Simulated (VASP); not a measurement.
## Nb: single point with PBEsol

The system is Nb.

```xyz
1
Lattice="0.0000 2.1150 2.1996 2.1150 0.0000 2.1996 2.1150 2.1150 0.0000" Properties=species:S:1:pos:R:3 pbc="T T T"
Nb    0.0000    0.0000    0.0000
```

This cell differs from its parent crystal: strain +0.000 along x and y, +0.040 along z.

```yaml
Program: VASP 6.6.1
Task: single point
Functional: PBEsol
Potentials_or_basis: VASP PAW PBE potentials, release 64 (Nb_sv)
Cutoff: 520 eV
k_mesh: 20 × 20 × 20
Occupations: gaussian, width 0.15 eV
Spin: no spin polarisation
Dipole_correction: no
Further_INCAR_settings: ALGO = Fast; EDIFF = 1e-06; NBANDS = 12
```

```json
{
 "Pressure": "-12.8 GPa",
 "Band gap on the k mesh": "zero (an odd number of electrons rules out a gap without spin polarisation)"
}
```

Stress tensor (GPa, compression positive):
```
-15.46   0.00   0.00
  0.00 -15.46   0.00
  0.00   0.00  -7.56
```

Levels at points of the mesh, in eV from the Fermi level:
```csv
k point,band 2,band 3,band 4,band 5,band 6,band 7,band 8,band 9,band 10,band 11
"(0.00, 0.00, 0.00)",-30.24,-30.23,-30.23,-6.12,-0.14,0.30,0.30,2.26,2.85,11.80
"(0.50, 0.00, 0.00)",-31.26,-30.39,-30.33,-3.66,-0.26,0.20,1.22,4.29,4.53,9.83
"(0.50, 0.50, 0.00)",-31.18,-30.55,-30.55,-3.80,-3.04,2.88,4.42,4.93,4.93,11.21
"(0.50, 0.00, 0.50)",-31.19,-30.66,-30.58,-3.81,-3.10,3.55,4.35,4.72,5.17,10.45
```

Wall time 2.3 min on 1 thread of Intel(R) Xeon(R) Platinum 8559C (Emerald Rapids), with other jobs on the host, peak memory 0.26 GiB.

Caveat: the cell differs from its parent crystal (strain +0.000 along x and y, +0.040 along z); the stress differs along the axes, from -15 to -8 GPa; the PAW data sets were made with another functional, which shifts forces and pressure a little.
